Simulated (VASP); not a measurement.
## HfO2: electric field gradients with PBE

HfO2:

```
CELL_PARAMETERS angstrom
5.05980 0.00000 0.00000
0.00000 10.01720 0.00000
0.00000 0.00000 5.22760
ATOMIC_POSITIONS crystal
Hf 0.74660 0.88410 0.96560
Hf 0.24660 0.61590 0.03440
Hf 0.25340 0.38410 0.53440
Hf 0.75340 0.11590 0.46560
Hf 0.25340 0.11590 0.03440
Hf 0.75340 0.38410 0.96560
Hf 0.74660 0.61590 0.46560
Hf 0.24660 0.88410 0.53440
O 0.86200 0.79600 0.62000
O 0.36200 0.70400 0.38000
O 0.13800 0.29600 0.88000
O 0.63800 0.20400 0.12000
O 0.13800 0.20400 0.38000
O 0.63800 0.29600 0.62000
O 0.86200 0.70400 0.12000
O 0.36200 0.79600 0.88000
O 0.51000 0.97700 0.25000
O 0.01000 0.52300 0.75000
O 0.49000 0.47700 0.25000
O 0.99000 0.02300 0.75000
O 0.49000 0.02300 0.75000
O 0.99000 0.47700 0.25000
O 0.51000 0.52300 0.75000
O 0.01000 0.97700 0.25000
```

* Program: VASP 6.6.1
* Task: electric field gradients
* Functional: PBE
* Potentials or basis: VASP PAW PBE potentials, release 64 (Hf_pv, O)
* Cutoff: 520 eV
* k mesh: 4 × 2 × 4
* Occupations: fermi-dirac, width 0.02 eV
* Spin: no spin polarisation
* Dipole correction: no
* Further INCAR settings: ALGO = Normal; EDIFF = 1e-08; NBANDS = 106

```
Pressure                                : 1.9 GPa
Largest force                           : 1.304 eV/Å
Band gap on the k mesh                  : 4.40 eV (least direct gap 4.46 eV)
Largest electric field gradient by atom : Hf +122.6; O -27.9, -16.5 (each value once) V/Å²
```

Forces on the atoms (eV/Å):
```
Hf   0.078  0.184  0.084
Hf   0.078 -0.184 -0.084
Hf  -0.078  0.184 -0.084
Hf  -0.078 -0.184  0.084
Hf  -0.078 -0.184 -0.084
Hf  -0.078  0.184  0.084
Hf   0.078 -0.184  0.084
Hf   0.078  0.184 -0.084
O    0.025 -0.725 -0.150
O    0.025  0.725  0.150
O   -0.025 -0.725  0.150
O   -0.025  0.725 -0.150
O   -0.025  0.725  0.150
O   -0.025 -0.725 -0.150
O    0.025  0.725 -0.150
O    0.025 -0.725  0.150
O   -0.415 -0.218  1.217
O   -0.415  0.218 -1.217
O    0.415 -0.218 -1.217
O    0.415  0.218  1.217
O    0.415  0.218 -1.217
O    0.415 -0.218  1.217
O   -0.415  0.218  1.217
O   -0.415 -0.218 -1.217
```

Stress tensor (GPa, compression positive):
```
0.52 0.00 0.00
0.00 3.01 0.00
0.00 0.00 2.20
```

Levels at points of the mesh, in eV from the valence-band top:
```
           k point  band 86  band 87  band 88  band 89  band 90  band 91
(0.00, 0.00, 0.00)    -0.03    -0.03     0.00     4.65     4.94     5.27
(0.50, 0.00, 0.00)    -0.19    -0.08    -0.08     4.41     4.41     5.07
(0.00, 0.50, 0.00)    -0.12    -0.04    -0.04     4.87     4.87     4.93
(0.50, 0.50, 0.00)    -0.21    -0.21    -0.21     4.70     4.70     4.70
(0.00, 0.00, 0.50)    -0.32    -0.17    -0.17     4.98     4.98     5.38
(0.50, 0.00, 0.50)    -0.38    -0.38    -0.38     4.77     4.77     4.77
(0.00, 0.50, 0.50)    -0.26    -0.26    -0.26     5.04     5.04     5.04
(0.50, 0.50, 0.50)    -0.57    -0.57    -0.57     4.96     4.96     4.96
```

Electric field gradients, principal values (V/Å²):
```
atom    least   middle  greatest (by size)
1 Hf  -31.641  -90.964             122.605
2 Hf  -31.641  -90.964             122.605
3 Hf  -31.641  -90.964             122.605
4 Hf  -31.641  -90.964             122.605
5 Hf  -31.641  -90.964             122.605
6 Hf  -31.641  -90.964             122.605
7 Hf  -31.641  -90.964             122.605
8 Hf  -31.641  -90.964             122.605
 9 O    1.120   26.768             -27.889
10 O    1.120   26.768             -27.889
11 O    1.120   26.768             -27.889
12 O    1.120   26.768             -27.889
13 O    1.120   26.768             -27.889
14 O    1.120   26.768             -27.889
15 O    1.120   26.768             -27.889
16 O    1.120   26.768             -27.889
17 O    2.520   13.953             -16.473
18 O    2.520   13.953             -16.473
19 O    2.520   13.953             -16.473
20 O    2.520   13.953             -16.473
21 O    2.520   13.953             -16.473
22 O    2.520   13.953             -16.473
23 O    2.520   13.953             -16.473
24 O    2.520   13.953             -16.473
```

Run time: 19 min on 1 thread of Intel(R) Xeon(R) Platinum 8259CL CPU @ 2.50GHz (Skylake/Cascade Lake), on a shared host, peak memory 0.55 GiB.

Caveat: without QUAD_EFG the Cq values of the log hold for a quadrupole moment of 1 mb, not for the nuclei; spin-orbit coupling is left out, which moves the levels of the heavy elements; forces of over 1 eV/Å act on the atoms, so gaps and moduli don't describe the material at rest. A k mesh can miss the band edges.
